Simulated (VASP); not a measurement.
A run of VASP 6.6.1 is set up as follows.

File INCAR:

```
SYSTEM = Sc
PREC = Accurate ; ENCUT = 500
EDIFF = 1E-6 ; ISMEAR = -1
SIGMA = 0.3 ; LREAL = .FALSE.
LASPH = .TRUE. ; NELM = 120
ALGO = Normal ; ISIF = 2
LWAVE = .FALSE. ; LCHARG = .FALSE.
NBANDS = 18 ; GGA_COMPAT = .FALSE.
```

The input KPOINTS:

```
Automatic mesh
0
G
  11 11 6
  0 0 0
```

The input POSCAR:

```
Sc
1.0
    3.2269060027      0.0000000000      0.0000000000
   -1.6134530014      2.7945825740      0.0000000000
    0.0000000000      0.0000000000      5.0094253455
Sc
2
Direct
    0.3333333333      0.6666666667      0.2500000000
    0.6666666667      0.3333333333      0.7500000000
```

Potentials or basis: VASP PAW LDA potentials, release 64 (Sc_sv).

Run with:

```bash
$ cat potpaw_LDA.64/Sc_sv/POTCAR > POTCAR
$ mpirun -np 1 vasp_std > vasp.out
```

Q: What does it give for the pressure?

A: 1.2 GPa.

Q: Estimate the band gap on the k mesh.

A: Zero (band 11 reaches 5.02 eV, above the bottom of band 12 at 3.43 eV).

Stress tensor (GPa, compression positive):
```
0.76 0.00 0.00
0.00 0.76 0.00
0.00 0.00 2.14
```
